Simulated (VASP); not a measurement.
A run of VASP 6.6.1:

Contents of INCAR:

```
  PREC = Accurate
  ENCUT = 500
  EDIFF = 1E-6
  ISMEAR = -1
  SIGMA = 0.1
  LREAL = F
  LASPH = T
  NELM = 120
  ALGO = Normal
  ISIF = 2
  LWAVE = F
  LCHARG = F
  GGA = PE
  NBANDS = 14
  GGA_COMPAT = F
```

File KPOINTS:

```
Automatic mesh
0
Gamma
  15 15 15
```

File POSCAR:

```
Rh
1.0
   -1.5362030892      1.5362030892      1.5362030892
    1.5362030892     -1.5362030892      1.5362030892
    1.5362030892      1.5362030892     -1.5362030892
Rh
1
Direct
    0.0000000000      0.0000000000      0.0000000000
```

Potentials or basis: VASP PAW PBE potentials, release 64 (Rh_pv).

The run is started by

```bash
$ cat potpaw_PBE.64/Rh_pv/POTCAR > POTCAR
$ mpirun -np 1 vasp_std > vasp.out
```

Hardware: 1 thread of Intel Xeon 8259CL, on a shared host.

How long does it take, and how much memory?

It took 30 s on 1 thread of Intel Xeon 8259CL (shared host), peak memory 0.14 GiB. Counts: scf iterations 11, k points 120.
